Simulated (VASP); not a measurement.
Runs of VASP 6.6.1 on WC (NiAs type). The structure is that of space group P6_3/mmc (No. 194), or close to it. The cells are those of the table. 

| task | cell | cutoff (eV) | k mesh for the DOS | occupations for the DOS | gap on the mesh (eV) | pressure (GPa) |
| --- | --- | --- | --- | --- | --- | --- |
| single point | a = 2.582, b = 2.582, c = 5.287 Å, angles 90.0, 90.0, 120.0°, 4 atoms | 520 | - | - | none | 248.8 |
| single point | a = 2.781, b = 2.781, c = 5.570 Å, angles 90.0, 90.0, 120.0°, 4 atoms | 520 | - | - | none | (a) |
| relaxation of shape and atoms at fixed volume | relaxed from a = 2.514, b = 2.514, c = 4.958 Å, angles 90.0, 90.0, 120.0°, 4 atoms | 600 | - | - | none | 428.9 |
| single point | a = 2.850, b = 2.850, c = 5.665 Å, angles 90.0, 90.0, 120.0°, 4 atoms | 520 | - | - | none | 27.6 |

Alike in all rows: level PBE; potentials or basis VASP PAW PBE potentials, release 64 (W_sv, C); no spin polarisation; k mesh 10 × 10 × 6; smearing fermi-dirac 0.05 eV.

Estimate the missing entries.

(a) 64.3.

Caveats: spin-orbit coupling is left out, which moves the levels of the heavy elements.

A k mesh can miss the band edges, and the runs leave out spin-orbit coupling on W.

A gap of «none» marks levels without a gap at the run's occupations.
